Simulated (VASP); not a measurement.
# TiPdSe4 (P4/mmm) in VASP: single point with PBE

Aim: the single point of TiPdSe4 with PBE.

Program: VASP 6.6.1. These are calculated values, not measurements. Logs are shortened: lines on timing, memory, paths and dates and some standing lists are left out, and cuts for length are marked.

## (1) The cell of the first run

It takes space group P4/mmm (No. 123, tetragonal). Conventional cell: a = 4.468 Å, b = 4.468 Å, c = 6.187 Å, α = 90.00°, β = 90.00°, γ = 90.00°. Within 3.6 Å of Ti (site symmetry 4/mmm) lie 8 Se at 2.71 Å. Pd (site symmetry 4/mmm) has 8 Se at 2.72 Å within 3.6 Å. Within 3.6 Å of Se (site symmetry 2mm) lie 2 Ti at 2.71 Å and 2 Pd at 2.72 Å and 6 Se at 3.07 to 3.16 Å.

## (2) Single point, PBE, collinear spin, ferromagnetic start

INCAR

```
SYSTEM = TiPdSe4
PREC = Accurate
ENCUT = 520
EDIFF = 1E-7
ISMEAR = 0
SIGMA = 0.15
LREAL = .False.
LASPH = .True.
NELM = 150
ALGO = Normal
ISIF = 2
LWAVE = .False.
LCHARG = .True.
ISPIN = 2
MAGMOM = 1 0 0 0 0 0
LORBIT = 11
LMAXMIX = 4
GGA = PE
LELF = .True.
LVHAR = .True.
NBANDS = 36
```

KPOINTS

```
regular mesh
0
Gamma
  3 3 2
  0 0 0
```

POSCAR

```
TiPdSe4
1.0
    4.4684626981      0.0000000000      0.0000000000
    0.0000000000      4.4684626981      0.0000000000
    0.0000000000      0.0000000000      6.1873279900
Ti Pd Se
1 1 4
Direct
    0.5000000000      0.5000000000      0.5000000000
    0.0000000000      0.0000000000      0.0000000000
    0.5000000000      0.0000000000      0.7482788971
    0.0000000000      0.5000000000      0.2517211029
    0.5000000000      0.0000000000      0.2517211029
    0.0000000000      0.5000000000      0.7482788971
```

Potentials or basis: VASP PAW PBE potentials, release 64 (Ti_sv, Pd, Se).

Run with:

```
$ cat potpaw_PBE.64/Ti_sv/POTCAR potpaw_PBE.64/Pd/POTCAR potpaw_PBE.64/Se/POTCAR > POTCAR
$ mpirun -np 1 vasp_std > vasp.out
```

OUTCAR:

```text
SYSTEM = TiPdSe4
   PREC = Accurate
   ENCUT = 520
   EDIFF = 1E-7
   ISMEAR = 0
   LREAL = .False.
   LASPH = .True.
   NELM = 150
   ISIF = 2
   ISPIN = 2
   LORBIT = 11
   GGA = PE

 ion  position               nearest neighbor table
   1  0.500  0.500  0.500-   3 2.71   4 2.71   5 2.71   6 2.71   3 2.71   5 2.71   4 2.71   6 2.71

   2  0.000  0.000  0.000-   3 2.72   4 2.72   5 2.72   6 2.72   4 2.72   6 2.72   3 2.72   5 2.72

   3  0.500  0.000  0.748-   1 2.71   1 2.71   2 2.72   2 2.72
   4  0.000  0.500  0.252-   1 2.71   1 2.71   2 2.72   2 2.72
   5  0.500  0.000  0.252-   1 2.71   1 2.71   2 2.72   2 2.72
   6  0.000  0.500  0.748-   1 2.71   1 2.71   2 2.72   2 2.72

  LATTYP: Found a simple tetragonal cell.
 ALAT       =     4.4684626981
 C/A-ratio  =     1.3846659149

  Lattice vectors:

 A1 = (   4.4684626981,   0.0000000000,   0.0000000000)
 A2 = (   0.0000000000,   4.4684626981,   0.0000000000)
 A3 = (   0.0000000000,   0.0000000000,   6.1873279900)

Analysis of symmetry for initial positions (statically):
=====================================================================
 Subroutine PRICEL returns:
 Original cell was already a primitive cell.

 Routine SETGRP: Setting up the symmetry group for a
 simple tetragonal supercell.

 Subroutine GETGRP returns: Found 16 space group operations
 (whereof 16 operations were pure point group operations)
 out of a pool of 16 trial point group operations.

The static configuration has the point symmetry D_4h.

Analysis of symmetry for dynamics (positions and initial velocities):
=====================================================================
 Subroutine PRICEL returns:
 Original cell was already a primitive cell.

 Routine SETGRP: Setting up the symmetry group for a
 simple tetragonal supercell.

 Subroutine GETGRP returns: Found 16 space group operations
 (whereof 16 operations were pure point group operations)
 out of a pool of 16 trial point group operations.

The dynamic configuration has the point symmetry D_4h.

Analysis of structural, dynamic, and magnetic symmetry:
=====================================================================
 Subroutine PRICEL returns:
 Original cell was already a primitive cell.

 Routine SETGRP: Setting up the symmetry group for a
 simple tetragonal supercell.

 Subroutine GETGRP returns: Found 16 space group operations
 (whereof 16 operations were pure point group operations)
 out of a pool of 16 trial point group operations.

The overall configuration has the point symmetry D_4h.

 Subroutine INISYM returns: Found 16 space group operations
 (whereof 16 operations are pure point group operations),
 and found     1 'primitive' translations

----------------------------------------------------------------------------------------

                                     Primitive cell

  volume of cell :     123.5434

  direct lattice vectors                    reciprocal lattice vectors
     4.468462698  0.000000000  0.000000000     0.223790612  0.000000000  0.000000000
     0.000000000  4.468462698  0.000000000     0.000000000  0.223790612  0.000000000
     0.000000000  0.000000000  6.187327990     0.000000000  0.000000000  0.161620655

  length of vectors
     4.468462698  4.468462698  6.187327990     0.223790612  0.223790612  0.161620655

  position of ions in fractional coordinates (direct lattice)
     0.500000000  0.500000000  0.500000000
     0.000000000  0.000000000  0.000000000
     0.500000000  0.000000000  0.748278897
     0.000000000  0.500000000  0.251721103
     0.500000000  0.000000000  0.251721103
     0.000000000  0.500000000  0.748278897

  ion indices of the primitive-cell ions
   primitive index   ion index
                 1           1
                 2           2
                 3           3
                 4           4
                 5           5
                 6           6

[... 30 lines left out ...]
  0.333333  0.333333  0.000000      4.000000
  0.000000  0.000000  0.500000      1.000000
  0.333333  0.000000  0.500000      4.000000
  0.333333  0.333333  0.500000      4.000000
   k-points           NKPTS =      6   k-points in BZ     NKDIM =      6   number of bands    NBANDS=     36
   number of dos      NEDOS =    301   number of ions     NIONS =      6
   total plane-waves  NPLWV =  62208
   dimension x,y,z NGX =    36 NGY =   36 NGZ =   48
   dimension x,y,z NGXF=    72 NGYF=   72 NGZF=   96
   ions per type =               1   1   4
   NGX,Y,Z   is equivalent  to a cutoff of  13.39, 13.39, 12.90 a.u.
   NGXF,Y,Z  is equivalent  to a cutoff of  26.79, 26.79, 25.79 a.u.
 SYSTEM =  TiPdSe4
   PREC   = accura    normal or accurate (medium, high low for compatibility)
   ISTART =      0    job   : 0-new  1-cont  2-samecut
   ICHARG =      2    charge: 1-file 2-atom 10-const
   ISPIN  =      2    spin polarized calculation?
   LNONCOLLINEAR =      F non collinear calculations
   LSORBIT =      F    spin-orbit coupling
   LASPH  =      T    aspherical Exc in radial PAW
   ENCUT  =  520.0 eV  38.22 Ry    6.18 a.u.   8.31  8.31 11.50*2*pi/ulx,y,z
   NELM   =    150;   NELMIN=  2; NELMDL= -5     # of ELM steps
   EDIFF  = 0.1E-06   stopping-criterion for ELM
   LREAL  =      F    real-space projection
   EDIFFG = 0.1E-05   stopping-criterion for IOM
   NSW    =      0    number of steps for IOM
   IBRION =     -1    ionic relax: 0-MD 1-quasi-New 2-CG
   NFREE  =      0    steps in history (QN), initial steepest desc. (CG)
   ISIF   =      2    stress and relaxation
   ISYM   =      2    0-nonsym 1-usesym 2-fastsym
   POTIM  = 0.5000    time-step for ionic-motion
   TEBEG  =    0.0;   TEEND  =   0.0 temperature during run
   PSTRESS=    0.0 pullay stress
   NELECT =      46.0000    total number of electrons
   NUPDOWN=      -1.0000    fix difference up-down
   EMIN   =  10.00;   EMAX   =-10.00  energy-range for DOS
   EFERMI =   0.00;   METHOD = LEGACY
   ISMEAR =     0;   SIGMA  =   0.15  broadening in eV -4-tet -1-fermi 0-gaus
   EFERMI_NEDOS =   21; number of points for ismear=-14 and -15
   IALGO  =     38    algorithm
   IMIX   =      4    mixing-type and parameters
     AMIX     =   0.40;   BMIX     =  1.00
     AMIX_MAG =   1.60;   BMIX_MAG =  1.00
  volume/ion in A,a.u.               =      20.59       138.95
  Fermi-wavevector in a.u.,A,eV,Ry     =   1.177753  2.225631 18.872678  1.387103
  Thomas-Fermi vector in A             =   2.314094
   LORBIT       =     11    0 simple, 1 ext, 2 COOP (PROOUT), +10 PAW based schemes
   GGA     = PE    functional components
   LHFCALC =     F    Hartree Fock is set to
   AEXX    =    0.0000 exact exchange contribution
   IVDW    =     0    specifies the selected vdW correction
   LEPSILON=     F    determine dielectric tensor
   LRPA    =     F    only Hartree local field effects (RPA)
 spin polarized calculation
 Gauss-broadening in eV      SIGMA  =   0.15
  energy-cutoff  :      520.00
  volume of cell :      123.54
 maximum number of plane-waves:      3344
 NGX is ok and might be reduce to    36
   NGX = 17   NGY = 17   NGZ = 23

 number of electron      46.0000001 magnetization       0.0987681

 number of electron      46.0000001 magnetization      -0.0004105

 Free energy of the ion-electron system (eV)
  ---------------------------------------------------
  ext. energy  EPLUGINS =         0.00000000
  ---------------------------------------------------
  free energy    TOTEN  =       -29.89533070 eV

  energy without entropy =      -29.84875785  energy(sigma->0) =      -29.87204428

 E-fermi :   5.9175     XC(G=0): -10.3909

 val. band max:        5.7928428102   @ k =   0.0000   0.0000   0.0000
 cond. band min:       5.9838104479   @ k =   0.3333   0.3333   0.0000
 fundamental gap:      0.1909676377
 Fermi energy:         5.9175282380

 spin component 1

 k-point     1 :       0.0000    0.0000    0.0000
  band No.  band energies     occupation
      1     -51.8673      1.00000
      2     -28.1461      1.00000
      3     -28.0954      1.00000
      4     -28.0954      1.00000
      5      -9.1697      1.00000
      6      -7.6554      1.00000
[... 217 lines left out ...]
     34      12.6003      0.00000
     35      13.8774      0.00000
 Fermi energy:         5.9175282380

 spin component 2

 k-point     1 :       0.0000    0.0000    0.0000
  band No.  band energies     occupation
      1     -51.8676      1.00000
      2     -28.1464      1.00000
      3     -28.0958      1.00000
      4     -28.0958      1.00000
      5      -9.1697      1.00000
      6      -7.6554      1.00000
[... 217 lines left out ...]
     34      12.6003      0.00000
     35      13.8774      0.00000
 [bands above 35 left out]

------------------------ aborting loop because EDIFF is reached ----------------------------------------

  FORCE on cell =-STRESS in cart. coord.  units (eV):
  Direction    XX          YY          ZZ          XY          YZ          ZX
  --------------------------------------------------------------------------------------
  -------------------------------------------------------------------------------------
  Total        0.2833978      0.2833978     -0.0693569      0.0000000     -0.0000000      0.0000000
  in kB        3.6752565      3.6752565     -0.8994583      0.0000000     -0.0000000      0.0000000
  external PRESSURE =       2.1503516 kB  Pullay stress =       0.0000000 kB

 VOLUME and BASIS-vectors are now :
 -----------------------------------------------------------------------------
  energy-cutoff  :      520.00
  volume of cell :      123.54
      direct lattice vectors                 reciprocal lattice vectors
     4.468462698  0.000000000  0.000000000     0.223790612  0.000000000  0.000000000
     0.000000000  4.468462698  0.000000000     0.000000000  0.223790612  0.000000000
     0.000000000  0.000000000  6.187327990     0.000000000  0.000000000  0.161620655

 POSITION                                       TOTAL-FORCE (eV/Angst)
 -----------------------------------------------------------------------------------
      2.23423      2.23423      3.09366        -0.000000     -0.000000      0.000000
      0.00000      0.00000      0.00000        -0.000000     -0.000000      0.000000
      2.23423      0.00000      4.62985        -0.000000     -0.000000     -0.055194
      0.00000      2.23423      1.55748        -0.000000      0.000000      0.055194
      2.23423      0.00000      1.55748         0.000000      0.000000      0.055194
      0.00000      2.23423      4.62985         0.000000      0.000000     -0.055194
 -----------------------------------------------------------------------------------
    total drift:                                0.000000      0.000000      0.000000

  FREE ENERGIE OF THE ION-ELECTRON SYSTEM (eV)
  ---------------------------------------------------
  free  energy   TOTEN  =       -29.8953307015 eV

  energy  without entropy=      -29.8487578503  energy(sigma->0) =      -29.87204428

 total charge

# of ion       s       p       d       tot
------------------------------------------
    1        2.154   6.115   1.832  10.102
    2        0.370   0.422   8.512   9.304
    3        1.509   2.203   0.047   3.760
    4        1.509   2.203   0.047   3.760
    5        1.509   2.203   0.047   3.760
    6        1.509   2.203   0.047   3.760
--------------------------------------------------
tot          8.562  15.349  10.534  34.444

 magnetization (x)

# of ion       s       p       d       tot
------------------------------------------
    1       -0.000  -0.000  -0.000  -0.000
    2       -0.000  -0.000   0.000  -0.000
    3       -0.000   0.000  -0.000   0.000
    4       -0.000   0.000  -0.000   0.000
    5       -0.000   0.000  -0.000   0.000
    6       -0.000   0.000  -0.000   0.000
--------------------------------------------------
tot         -0.000   0.000  -0.000  -0.000
```

It took 1.7 min on 1 thread of AMD EPYC 9R45 (Zen 5), shared host; peak memory 0.27 GiB.

What came out:

| Item | Value |
| --- | --- |
| Free energy | -29.8953 eV |
| Pressure | 0.2 GPa |
| Largest force | 0.055 eV/Å |
| Band gap on the k mesh | zero (filled and empty bands overlap) |
| Net moment | 0.00 μB per cell |
| Valence electrons inside the program's atomic spheres | Ti 10.10; Pd 9.30; Se 3.76 |

Forces on the atoms (eV/Å):
```
Ti   0.000  0.000  0.000
Pd   0.000  0.000  0.000
Se   0.000  0.000 -0.055
Se   0.000  0.000  0.055
Se   0.000  0.000  0.055
Se   0.000  0.000 -0.055
```

Levels at points of the mesh, in eV from the Fermi level:
Spin up:
```tsv
k point	band 19	band 20	band 21	band 22	band 23	band 24	band 25	band 26	band 27	band 28
(0.00, 0.00, 0.00)	-1.13	-0.54	-0.54	-0.13	-0.12	0.20	1.14	1.14	1.51	2.20
(0.00, 0.00, 0.50)	-2.19	-2.19	-0.89	-0.89	0.18	0.39	0.51	0.79	0.79	2.28
```
Spin down:
| k point | band 21 | band 22 | band 23 | band 24 | band 25 | band 26 |
| --- | --- | --- | --- | --- | --- | --- |
| (0.00, 0.00, 0.00) | -0.54 | -0.13 | -0.12 | 0.20 | 1.14 | 1.14 |
| (0.00, 0.00, 0.50) | -0.89 | -0.89 | 0.18 | 0.39 | 0.51 | 0.79 |

Caveat: the k points lie up to 0.51 Å⁻¹ apart.
